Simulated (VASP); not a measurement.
Input of a VASP 6.6.1 run:

The input INCAR:

```
ALGO = Normal
EDIFF = 1E-7
EDIFFG = -0.005
ENCUT = 600
GGA = PE
IBRION = 2
ISIF = 3
ISMEAR = -1
LASPH = T
LCHARG = F
LREAL = F
LWAVE = F
NELM = 100
NSW = 60
PREC = Accurate
PSTRESS = 93.0
SIGMA = 0.08
```

Contents of KPOINTS:

```
k-points
0
Gamma
  12 12 12
```

Contents of POSCAR:

```
As
1.0
    0.0000000000      2.7636914951      2.7636914951
    2.7636914951      0.0000000000      2.7636914951
    2.7636914951      2.7636914951      0.0000000000
As
2
Direct
   -0.1250000000     -0.1250000000     -0.1250000000
    0.1250000000      0.1250000000      0.1250000000
```

Potentials or basis: VASP PAW PBE potentials, release 64 (As).

Run with:

```sh
$ cat potpaw_PBE.64/As/POTCAR > POTCAR
$ mpirun -np 1 vasp_std > vasp.out
```

**Question.** What does it give for the relaxed cell?

**Answer.** a = 4.108 Å, b = 4.108 Å, c = 4.108 Å, α = 60.00°, β = 60.00°, γ = 60.00°.

**Question.** What does it give for the relaxed volume?

**Answer.** 24.52 Å³/atom.

**Question.** What does it give for the space group after relaxing (to 0.05 Å)?

**Answer.** Fd-3m (No. 227).

**Question.** Estimate the band gap on the k mesh.

**Answer.** Zero (band 5 reaches 5.67 eV, above the bottom of band 6 at 3.41 eV).

Step by step:
```csv
step,energy change (eV),largest force (eV/Å),pressure (GPa),volume (Å³)
1,0.0000,0.0000,24.81,42.22
2,-0.8953,0.0000,0.92,55.97
3,-0.7001,0.0000,9.11,49.17
4,-0.6917,0.0000,9.35,49.03
5,-0.6917,0.0000,9.35,49.03
6,-0.6917,0.0000,9.35,49.03
7,-0.6917,0.0000,9.35,49.03
8,-0.6917,0.0000,9.35,49.03
9,-0.6917,0.0000,9.35,49.03
10,-0.6917,0.0000,9.35,49.03
11,-0.6917,0.0000,9.35,49.03
12,-0.6917,0.0000,9.35,49.03
13,-0.6917,0.0000,9.35,49.03
14,-0.6917,0.0000,9.35,49.03
15,-0.6918,0.0000,9.35,49.03
16,-0.6919,0.0000,9.35,49.03
17,-0.6920,0.0000,9.34,49.03
18,-0.6923,0.0000,9.33,49.04
```

Caveat: the cell is relaxed towards a set pressure, so the enthalpy falls and the energy may rise; the volume moved by over 15 % at a fixed basis, so the end points are rough.
